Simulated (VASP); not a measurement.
# Ti (P6_3/mmc) in VASP: notebook, part 2 of 2

VASP 6.6.1. The steps go on from the part before.

## (4) Single point, PBE (strain +0.000 along x and y, +0.040 along z)

File INCAR:

```
SYSTEM = Ti
PREC = Accurate ; ENCUT = 520
EDIFF = 1E-6 ; ISMEAR = 0
SIGMA = 0.15 ; LREAL = .FALSE.
LASPH = .TRUE. ; NELM = 60
ALGO = Fast ; ISIF = 2
LWAVE = .FALSE. ; LCHARG = .FALSE.
GGA = PE ; NBANDS = 19
```

File KPOINTS:

```
Automatic mesh
0
G
  24 24 14
  0 0 0
```

File POSCAR:

```
Ti
1.0
    2.9384580613      0.0000000000      0.0000000000
   -1.4692290306      2.5447793290      0.0000000000
    0.0000000000      0.0000000000      4.8366593752
Ti
2
Direct
    0.3333333333      0.6666666667      0.2500000000
    0.6666666667      0.3333333333      0.7500000000
```

Command:

```bash
> cat potpaw_PBE.64/Ti_sv/POTCAR > POTCAR
> mpirun -np 1 vasp_std > vasp.out
```

It took 5.6 min on 1 thread of Intel Xeon 6975P-C (Granite Rapids), shared host; peak memory 0.38 GiB.

The run converged. Its results:

- Free energy: -15.6517 eV
- Pressure: -4.4 GPa
- Band gap on the k mesh: zero (bands 12 and 13 overlap by 0.94 eV)

Stress tensor (GPa, compression positive):
```
-3.01  0.00  0.00
 0.00 -3.01  0.00
 0.00  0.00 -7.06
```

Levels at points of the mesh, in eV from the Fermi level:
```csv
k point,band 9,band 10,band 11,band 12,band 13,band 14,band 15,band 16
"(0.00, 0.00, 0.00)",-6.10,-2.62,0.35,0.64,0.81,0.81,1.21,1.21
"(0.50, 0.00, 0.00)",-2.24,-2.02,-1.77,-0.51,0.48,0.67,0.99,3.31
"(0.00, 0.00, 0.50)",-4.38,-4.38,-0.05,-0.05,0.77,0.77,0.77,0.77
"(0.50, 0.00, 0.50)",-2.42,-2.42,-0.83,-0.83,1.27,1.27,1.77,1.77
```

Caveat: the cell differs from its parent crystal (strain +0.000 along x and y, +0.040 along z); the cell stands under tension.

## (5) Single point, PBE (strain +0.080 along x and y, -0.080 along z)

File INCAR:

```
PREC = Accurate
ENCUT = 520
EDIFF = 1E-6
ISMEAR = 0
SIGMA = 0.15
LREAL = F
LASPH = T
NELM = 100
ALGO = Fast
ISIF = 2
LWAVE = F
LCHARG = F
GGA = PE
NBANDS = 19
```

File KPOINTS:

```
regular mesh
0
Gamma
  24 24 14
```

File POSCAR:

```
Ti
1.0
    3.1735347062      0.0000000000      0.0000000000
   -1.5867673531      2.7483616754      0.0000000000
    0.0000000000      0.0000000000      4.2785832934
Ti
2
Direct
    0.3333333333      0.6666666667      0.2500000000
    0.6666666667      0.3333333333      0.7500000000
```

Potentials or basis: VASP PAW PBE potentials, release 64 (Ti_sv).

Command:

```bash
> cat potpaw_PBE.64/Ti_sv/POTCAR > POTCAR
> mpirun -np 1 vasp_std > vasp.out
```

OUTCAR:

```text
PREC = Accurate
   ENCUT = 520
   EDIFF = 1E-6
   ISMEAR = 0
   LREAL = F
   LASPH = T
   NELM = 100
   ISIF = 2
   GGA = PE

 ion  position               nearest neighbor table
   1  0.333  0.667  0.250-   2 2.82   2 2.82   2 2.82   2 2.82   2 2.82   2 2.82
   2  0.667  0.333  0.750-   1 2.82   1 2.82   1 2.82   1 2.82   1 2.82   1 2.82

  LATTYP: Found a hexagonal cell.
 ALAT       =     3.1735347062
 C/A-ratio  =     1.3482075003

  Lattice vectors:

[... 716 lines left out ...]

 [... further k-points ...]

------------------------ aborting loop because EDIFF is reached ----------------------------------------

  FORCE on cell =-STRESS in cart. coord.  units (eV):
  Direction    XX          YY          ZZ          XY          YZ          ZX
  --------------------------------------------------------------------------------------
  -------------------------------------------------------------------------------------
  Total       -2.3798561     -2.3798561      0.4092348      0.0000000      0.0000000     -0.0000000
  in kB     -102.1748846   -102.1748846     17.5697658      0.0000000      0.0000000     -0.0000000
  external PRESSURE =     -62.2600011 kB  Pullay stress =       0.0000000 kB

 VOLUME and BASIS-vectors are now :
 -----------------------------------------------------------------------------
  energy-cutoff  :      520.00
  volume of cell :       37.32
      direct lattice vectors                 reciprocal lattice vectors
     3.173534706  0.000000000  0.000000000     0.315106054  0.181926565  0.000000000
    -1.586767353  2.748361675  0.000000000     0.000000000  0.363853131  0.000000000
     0.000000000  0.000000000  4.278583293     0.000000000  0.000000000  0.233722223

 POSITION                                       TOTAL-FORCE (eV/Angst)
 -----------------------------------------------------------------------------------
     -0.00000      1.83224      1.06965         0.000000     -0.000000      0.000000
      1.58677      0.91612      3.20894        -0.000000      0.000000      0.000000
 -----------------------------------------------------------------------------------
    total drift:                                0.000000     -0.000000      0.000000

  FREE ENERGIE OF THE ION-ELECTRON SYSTEM (eV)
  ---------------------------------------------------
  free  energy   TOTEN  =       -15.4565743962 eV

  energy  without entropy=      -15.4278333774  energy(sigma->0) =      -15.44220389
```

OSZICAR:

```text
N       E                     dE             d eps       ncg     rms          rms(c)
DAV:   1     0.265456257695E+03    0.26546E+03   -0.13059E+04 18576   0.155E+03
DAV:   2     0.127096886203E+02   -0.25275E+03   -0.24870E+03 19027   0.440E+02
DAV:   3    -0.162749634607E+02   -0.28985E+02   -0.28597E+02 35088   0.123E+02
[... 26 lines left out ...]
RMM:  30    -0.154565713430E+02   -0.18119E-05   -0.21015E-05 21284   0.184E-02    0.152E-02
RMM:  31    -0.154565727851E+02   -0.14421E-05   -0.15288E-05 21863   0.169E-02    0.163E-02
RMM:  32    -0.154565738246E+02   -0.10395E-05   -0.12112E-05 21012   0.152E-02    0.168E-02
RMM:  33    -0.154565743692E+02   -0.54462E-06   -0.11622E-05 23540   0.151E-02    0.145E-02
RMM:  34    -0.154565743962E+02   -0.26969E-07   -0.82569E-06 23848   0.161E-02
   1 F= -.15456574E+02 E0= -.15442204E+02  d E =-.287410E-01
```

Run time: 4.5 min. Hardware: 1 thread of Intel Xeon 6975P-C (Granite Rapids), shared host; peak memory 0.37 GiB.

What came out:

```
Free energy            : -15.4566 eV
Pressure               : -6.2 GPa
Band gap on the k mesh : zero (bands 12 and 13 overlap by 0.93 eV)
```

Caveat: the cell differs from its parent crystal (strain +0.080 along x and y, -0.080 along z); the cell stands under tension.

## (6) The runs side by side

| cell | further INCAR settings | gap on the mesh (eV) | pressure (GPa) |
| --- | --- | --- | --- |
| a = 3.056, b = 3.056, c = 4.279 Å, angles 90.0, 90.0, 120.0°, 2 atoms | ALGO = Fast; EDIFF = 1e-06; NBANDS = 19 | none | 0.8 |
| a = 3.056, b = 3.056, c = 4.465 Å, angles 90.0, 90.0, 120.0°, 2 atoms | ALGO = Fast; EDIFF = 1e-07; NBANDS = 19 | none | -3.7 |
| a = 2.938, b = 2.938, c = 4.837 Å, angles 90.0, 90.0, 120.0°, 2 atoms | ALGO = Fast; EDIFF = 1e-06; NBANDS = 19 | none | -4.4 |
| a = 3.174, b = 3.174, c = 4.279 Å, angles 90.0, 90.0, 120.0°, 2 atoms | ALGO = Fast; EDIFF = 1e-06; NBANDS = 19 | none | -6.2 |

Alike in all rows: task single point; level PBE; potentials or basis VASP PAW PBE potentials, release 64 (Ti_sv); no spin polarisation; k mesh 24 × 24 × 14; cutoff (eV) 520; smearing gaussian 0.15 eV.

Caveats: the cell stands under tension (at least some runs).

Total energies depend on the potentials used, so only differences within one code and one set of settings carry meaning.
